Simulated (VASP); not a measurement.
CdTe, 32 atoms in the cell. It takes space group F-43m (No. 216, cubic). The conventional cell has a = 6.491 Å, b = 6.491 Å, c = 6.491 Å, α = 90.00°, β = 90.00°, γ = 90.00°. Within 3.7 Å of Cd (site symmetry -43m) lie 4 Te at 2.81 Å. Within 3.7 Å of Te (site symmetry -43m) lie 4 Cd at 2.81 Å. 

| Item | Value |
| --- | --- |
| Program | VASP 6.6.1 |
| Task | single point |
| Functional | PBEsol |
| Potentials or basis | VASP PAW PBE potentials, release 64 (Cd, Te) |
| Cutoff | 520 eV |
| k mesh | 2 × 2 × 2, shifted |
| Occupations | gaussian, width 0.01 eV |
| Spin | no spin polarisation |
| Dipole correction | no |
| Further INCAR settings | LREAL = Auto; ALGO = Normal; EDIFF = 1e-07; NBANDS = 166 |

Potentials or basis: VASP PAW PBE potentials, release 64 (Cd, Te).

Run with:

```console
$ cat potpaw_PBE.64/Cd/POTCAR potpaw_PBE.64/Te/POTCAR > POTCAR
$ mpirun -np 1 vasp_std > vasp.out
```

Hardware: 1 × NVIDIA H100 80GB with 1 thread of Intel(R) Xeon(R) Platinum 8481C CPU @ 2.70GHz (Sapphire Rapids), with other jobs on the host.

Estimate the wall time of this run.

It took 61 s on 1 × NVIDIA H100 80GB with 1 thread of Intel(R) Xeon(R) Platinum 8481C CPU @ 2.70GHz (Sapphire Rapids) (shared host), peak memory 1.8 GiB. Counts: scf iterations 19, k points 2.
